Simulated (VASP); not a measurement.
# TiAl (P1) in VASP: notebook

TiAl is run at these levels: PBE+D3(BJ); tasks: single point.

Program: VASP 6.6.1. These are calculated values, not measurements. Logs are shortened: lines on timing, memory, paths and dates and some standing lists are left out, and cuts for length are marked.

## Step 1: The cell of the first run

The typed cell holds 2 atoms: a = 3.179 Å, b = 3.179 Å, c = 3.179 Å, α = 90.00°, β = 90.00°, γ = 90.00°.

## Step 2: Single point, PBE+D3(BJ)

INCAR

```
SYSTEM = TiAl
ALGO = Normal
EDIFF = 1E-6
ENCUT = 400
GGA = PE
GGA_COMPAT = .FALSE.
ISIF = 2
ISMEAR = 0
IVDW = 12
LASPH = .TRUE.
LCHARG = .FALSE.
LREAL = .FALSE.
LWAVE = .FALSE.
NBANDS = 14
NELM = 120
PREC = Accurate
SIGMA = 0.1
```

KPOINTS

```
k-points
0
G
  5 5 5
  0 0 0
```

POSCAR

```
TiAl
1.0
    3.1790640000      0.0000000000      0.0000000000
    0.0000000000      3.1790640000      0.0000000000
    0.0000000000      0.0000000000      3.1790640000
Ti Al
1 1
Direct
    0.0082109074      0.0163541848     -0.0031452654
    0.4854334483      0.4709864287      0.5055799443
```

Potentials or basis: VASP PAW PBE potentials, release 64 (Ti_sv, Al).

Launch:

```console
$ cat potpaw_PBE.64/Ti_sv/POTCAR potpaw_PBE.64/Al/POTCAR > POTCAR
$ mpirun -np 1 vasp_std > vasp.out
```

OUTCAR:

```text
SYSTEM = TiAl
   EDIFF = 1E-6
   ENCUT = 400
   GGA = PE
   ISIF = 2
   ISMEAR = 0
   IVDW = 12
   LASPH = .TRUE.
   LREAL = .FALSE.
   NELM = 120
   PREC = Accurate
 IVDW          = 12

 ion  position               nearest neighbor table
   1  0.008  0.016  0.997-   2 2.61   2 2.65   2 2.70   2 2.73   2 2.78   2 2.81   2 2.86   2 2.90

   2  0.485  0.471  0.506-   1 2.61   1 2.65   1 2.70   1 2.73   1 2.78   1 2.81   1 2.86   1 2.90

  LATTYP: Found a simple cubic cell.
 ALAT       =     3.1790640000

  Lattice vectors:

 A1 = (   3.1790640000,   0.0000000000,   0.0000000000)
 A2 = (   0.0000000000,   3.1790640000,   0.0000000000)
 A3 = (   0.0000000000,   0.0000000000,   3.1790640000)

Analysis of symmetry for initial positions (statically):
=====================================================================
 Subroutine PRICEL returns:
 Original cell was already a primitive cell.

 Routine SETGRP: Setting up the symmetry group for a
 simple cubic supercell.

 Subroutine GETGRP returns: Found  1 space group operations
 (whereof  1 operations were pure point group operations)
 out of a pool of 48 trial point group operations.

The static configuration has the point symmetry C_1 .

Analysis of symmetry for dynamics (positions and initial velocities):
=====================================================================
 Subroutine PRICEL returns:
 Original cell was already a primitive cell.

 Routine SETGRP: Setting up the symmetry group for a
 simple cubic supercell.

 Subroutine GETGRP returns: Found  1 space group operations
 (whereof  1 operations were pure point group operations)
 out of a pool of 48 trial point group operations.

The dynamic configuration has the point symmetry C_1 .

 Subroutine INISYM returns: Found  1 space group operations
 (whereof  1 operations are pure point group operations),
 and found     1 'primitive' translations

----------------------------------------------------------------------------------------

                                     Primitive cell

  volume of cell :      32.1290

  direct lattice vectors                    reciprocal lattice vectors
     3.179064000  0.000000000  0.000000000     0.314557996  0.000000000  0.000000000
     0.000000000  3.179064000  0.000000000     0.000000000  0.314557996  0.000000000
     0.000000000  0.000000000  3.179064000     0.000000000  0.000000000  0.314557996

  length of vectors
     3.179064000  3.179064000  3.179064000     0.314557996  0.314557996  0.314557996

  position of ions in fractional coordinates (direct lattice)
     0.008210907  0.016354185  0.996854735
     0.485433448  0.470986429  0.505579944

[... 90 lines left out ...]
   EFERMI =   0.00;   METHOD = LEGACY
   ISMEAR =     0;   SIGMA  =   0.10  broadening in eV -4-tet -1-fermi 0-gaus
   EFERMI_NEDOS =   21; number of points for ismear=-14 and -15
   IALGO  =     38    algorithm
   IMIX   =      4    mixing-type and parameters
     AMIX     =   0.40;   BMIX     =  1.00
     AMIX_MAG =   1.60;   BMIX_MAG =  1.00
  volume/ion in A,a.u.               =      16.06       108.41
  Fermi-wavevector in a.u.,A,eV,Ry     =   1.270007  2.399964 21.945065  1.612917
  Thomas-Fermi vector in A             =   2.403017
   LORBIT       =      0    0 simple, 1 ext, 2 COOP (PROOUT), +10 PAW based schemes
   GGA     = PE    functional components
   LHFCALC =     F    Hartree Fock is set to
   AEXX    =    0.0000 exact exchange contribution
   IVDW    =    12    specifies the selected vdW correction
   LEPSILON=     F    determine dielectric tensor
   LRPA    =     F    only Hartree local field effects (RPA)
 non-spin polarized calculation
 Gauss-broadening in eV      SIGMA  =   0.10
  energy-cutoff  :      400.00
  volume of cell :       32.13
 maximum number of plane-waves:       588
 NGX is ok and might be reduce to    24
   NGX = 11   NGY = 11   NGZ = 11

 number of electron      15.0000000 magnetization

 Free energy of the ion-electron system (eV)
  ---------------------------------------------------
  ext. energy  EPLUGINS =         0.00000000
  ---------------------------------------------------
  free energy    TOTEN  =       -12.02316292 eV

  energy without entropy =      -12.00911743  energy(sigma->0) =      -12.01614017

 E-fermi :   8.6839     XC(G=0): -11.0823

 val. band max:        8.6170482673   @ k =  -0.2000   0.4000   0.0000
 cond. band min:       8.7350548204   @ k =   0.2000  -0.2000   0.4000
 fundamental gap:      0.1180065531
 Fermi energy:         8.6838935741

 k-point     1 :       0.0000    0.0000    0.0000
  band No.  band energies     occupation
      1     -48.1488      2.00000
      2     -24.3628      2.00000
      3     -24.3603      2.00000
      4     -24.3507      2.00000
      5      -0.4843      2.00000
      6       7.2909      2.00000
      7       7.2993      2.00000
      8      10.5016      0.00000
      9      10.5408      0.00000
     10      10.5544      0.00000
     11      13.2215      0.00000
     12      13.2219      0.00000
     13      13.2711      0.00000
     14      17.5547      0.00000
[... 377 lines left out ...]
      1     -48.1304      2.00000
      2     -24.5066      2.00000
      3     -24.3942      2.00000
      4     -24.3435      2.00000
      5       2.3327      2.00000
      6       5.0427      2.00000
      7       7.8314      2.00000
      8       8.6068      1.72428
      9       9.1497      0.00000
     10      10.1900      0.00000
     11      11.6394      0.00000
     12      14.2199      0.00000
     13      16.1029      0.00000
     14      17.3215      0.00000

 [... further k-points ...]

------------------------ aborting loop because EDIFF is reached ----------------------------------------

 Edisp (eV)   -0.97248

 E8    (eV) :    -0.4503

  FORCE on cell =-STRESS in cart. coord.  units (eV):
  Direction    XX          YY          ZZ          XY          YZ          ZX
  --------------------------------------------------------------------------------------
  -------------------------------------------------------------------------------------
  Total      -0.68243    -0.77706    -0.65006     0.17033    -0.06558    -0.03356
  in kB     -34.03083   -38.74971   -32.41639     8.49360    -3.27024    -1.67376
  external pressure =      -35.07 kB  Pullay stress =        0.00 kB

 VOLUME and BASIS-vectors are now :
 -----------------------------------------------------------------------------
  energy-cutoff  :      400.00
  volume of cell :       32.13
      direct lattice vectors                 reciprocal lattice vectors
     3.179064000  0.000000000  0.000000000     0.314557996  0.000000000  0.000000000
     0.000000000  3.179064000  0.000000000     0.000000000  0.314557996  0.000000000
     0.000000000  0.000000000  3.179064000     0.000000000  0.000000000  0.314557996

 POSITION                                       TOTAL-FORCE (eV/Angst)
 -----------------------------------------------------------------------------------
      0.02610      0.05199      3.16906        -0.481851     -0.931837      0.186136
      1.54322      1.49730      1.60727         0.481851      0.931837     -0.186136
 -----------------------------------------------------------------------------------
    total drift:                                0.000020     -0.000420     -0.000188

  FREE ENERGIE OF THE ION-ELECTRON SYSTEM (eV)
  ---------------------------------------------------
  free  energy   TOTEN  =       -12.9956439392 eV

  energy  without entropy=      -12.9815984517  energy(sigma->0) =      -12.98862120
```

stdout:

```text
POSCAR found type information on POSCAR TiAl
 POSCAR found :  2 types and       2 ions
 scaLAPACK will be used
 LDA part: xc-table for (Slater+PW92), standard interpolation
 POSCAR, INCAR and KPOINTS ok, starting setup
 FFT: planning ... GRIDC
 FFT: planning ... GRID_SOFT
 FFT: planning ... GRID
 WAVECAR not read
 entering main loop
```

Wall time 17 s (1 thread of Intel Xeon 8259CL, shared host); peak memory 0.16 GiB.

Results:

* Free energy: -12.9956 eV
* Pressure: -3.5 GPa
* Largest force: 1.065 eV/Å
* Dispersion energy per atom: -0.486 eV

Forces in eV/Å, atoms in the order of the input:
```
Ti  -0.482 -0.932  0.186
Al   0.482  0.932 -0.186
```

Levels at points of the mesh, in eV from the Fermi level:
```tsv
k point	band 3	band 4	band 5	band 6	band 7	band 8	band 9	band 10	band 11	band 12
(0.00, 0.00, 0.00)	-33.04	-33.03	-9.17	-1.39	-1.38	1.82	1.86	1.87	4.54	4.54
```

Caveat: the k points lie up to 0.40 Å⁻¹ apart; pairwise dispersion overbinds metals, which lowers pressure and volume; forces of over 1 eV/Å act on the atoms, so gaps and moduli don't describe the material at rest.

## Step 3: Single point, PBE+D3(BJ)

INCAR

```
SYSTEM = TiAl
  ALGO = Normal
  EDIFF = 1E-6
  ENCUT = 400
  GGA = PE
  GGA_COMPAT = .False.
  ISIF = 2
  ISMEAR = 0
  IVDW = 12
  LASPH = .True.
  LCHARG = .False.
  LREAL = .False.
  LWAVE = .False.
  NBANDS = 14
  NELM = 120
  PREC = Accurate
  SIGMA = 0.1
```

KPOINTS

```
k-points
0
Gamma
  5 5 5
  0 0 0
```

POSCAR

```
TiAl
1.0
    3.1790640000      0.0000000000      0.0000000000
    0.0000000000      3.1790640000      0.0000000000
    0.0000000000      0.0000000000      3.1790640000
Ti Al
1 1
Direct
    0.0107213947      0.0217070182     -0.0040864229
    0.4809796217      0.4614905519      0.5072493036
```

Potentials or basis: VASP PAW PBE potentials, release 64 (Ti_sv, Al).

Launch:

```console
$ cat potpaw_PBE.64/Ti_sv/POTCAR potpaw_PBE.64/Al/POTCAR > POTCAR
$ mpirun -np 1 vasp_std > vasp.out
```

Wall time 18 s (1 thread of Intel Xeon 8259CL, shared host); peak memory 0.16 GiB.

Results (log left out):

| Property | Result |
| --- | --- |
| Free energy | -12.9299 eV |
| Pressure | -2.7 GPa |
| Largest force | 1.428 eV/Å |
| Dispersion energy per atom | -0.486 eV |

Forces in eV/Å, atoms in the order of the input:
```
Ti  -0.649 -1.247  0.251
Al   0.649  1.247 -0.251
```

Stress tensor (GPa, compression positive):
```
-2.51  1.48 -0.29
 1.48 -3.38 -0.57
-0.29 -0.57 -2.20
```

Levels at points of the mesh, in eV from the Fermi level:
| k point | band 5 | band 6 | band 7 | band 8 | band 9 | band 10 |
| --- | --- | --- | --- | --- | --- | --- |
| (0.00, 0.00, 0.00) | -9.15 | -1.41 | -1.39 | 1.79 | 1.86 | 1.88 |

Caveat: the k points lie up to 0.40 Å⁻¹ apart; pairwise dispersion overbinds metals, which lowers pressure and volume; forces of over 1 eV/Å act on the atoms, so gaps and moduli don't describe the material at rest.

## Step 4: Single point, PBE+D3(BJ)

INCAR

```
SYSTEM = TiAl
PREC = Accurate
ENCUT = 400
EDIFF = 1E-6
ISMEAR = 0
SIGMA = 0.1
LREAL = .FALSE.
LASPH = .TRUE.
NELM = 120
ALGO = Normal
ISIF = 2
LWAVE = .FALSE.
LCHARG = .FALSE.
GGA = PE
IVDW = 12
NBANDS = 14
GGA_COMPAT = .FALSE.
```

KPOINTS

```
regular mesh
0
G
  5 5 5
  0 0 0
```

POSCAR

```
TiAl
1.0
    3.1790640000      0.0000000000      0.0000000000
    0.0000000000      3.1790640000      0.0000000000
    0.0000000000      0.0000000000      3.1790640000
Ti Al
1 1
Direct
    0.0067541893      0.0144753298     -0.0025287317
    0.4880175423      0.4743194852      0.5044862261
```

Launch:

```console
$ cat potpaw_PBE.64/Ti_sv/POTCAR potpaw_PBE.64/Al/POTCAR > POTCAR
$ mpirun -np 1 vasp_std > vasp.out
```

It took 20 s on 1 thread of Intel Xeon 8259CL, shared host; peak memory 0.15 GiB.

It converged, with:

- Free energy: -13.0167 eV
- Pressure: -3.8 GPa
- Largest force: 0.922 eV/Å
- Dispersion energy per atom: -0.486 eV

Forces in eV/Å, atoms in the order of the input:
```
Ti  -0.393 -0.821  0.148
Al   0.393  0.821 -0.148
```

Stress tensor (GPa, compression positive):
```
-3.68  0.62 -0.11
 0.62 -4.06 -0.23
-0.11 -0.23 -3.57
```

Levels at points of the mesh, in eV from the Fermi level:
```tsv
k point	band 4	band 5	band 6	band 7	band 8	band 9	band 10	band 11
(0.00, 0.00, 0.00)	-33.04	-9.17	-1.39	-1.38	1.83	1.86	1.87	4.53
```

Caveat: the k points lie up to 0.40 Å⁻¹ apart; pairwise dispersion overbinds metals, which lowers pressure and volume.
